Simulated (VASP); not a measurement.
MnSb, 4 atoms in the cell. Symmetry: P6_3/mmc, No. 194, hexagonal system. The conventional cell has a = 4.119 Å, b = 4.119 Å, c = 4.804 Å, α = 90.00°, β = 90.00°, γ = 120.00°. Within 3.2 Å of Mn (site symmetry -3m) lie 2 Mn at 2.40 Å and 6 Sb at 2.66 Å. Sb (site symmetry -6m2) has 6 Mn at 2.66 Å and 6 Sb at 3.38 Å within 3.5 Å. 

- Program: VASP 6.6.1
- Task: relaxation of cell and atoms
- Functional: PBE
- Potentials or basis: VASP PAW PBE potentials, release 64 (Mn_pv, Sb)
- Cutoff: 600 eV
- k mesh: 12 × 12 × 8
- Occupations: gaussian, width 0.05 eV
- Spin: no spin polarisation
- Dipole correction: no
- Further INCAR settings: ALGO = Normal; EDIFF = 1e-06; IBRION = 2; EDIFFG = -0.01; NSW = 50; ISIF = 3

Potentials or basis: VASP PAW PBE potentials, release 64 (Mn_pv, Sb).

Run with:

```console
$ cat potpaw_PBE.64/Mn_pv/POTCAR potpaw_PBE.64/Sb/POTCAR > POTCAR
$ mpirun -np 1 vasp_std > vasp.out
```

Hardware: 1 thread of Intel(R) Xeon(R) Platinum 8375C CPU @ 2.90GHz (Ice Lake), on a shared host.

**Question.** How long does it take, and how much memory?

**Answer.** Run time: 11 min on 1 thread of Intel(R) Xeon(R) Platinum 8375C CPU @ 2.90GHz (Ice Lake) (shared host), peak memory 0.35 GiB. Counts: scf iterations 52, k points 95, ion steps 8.
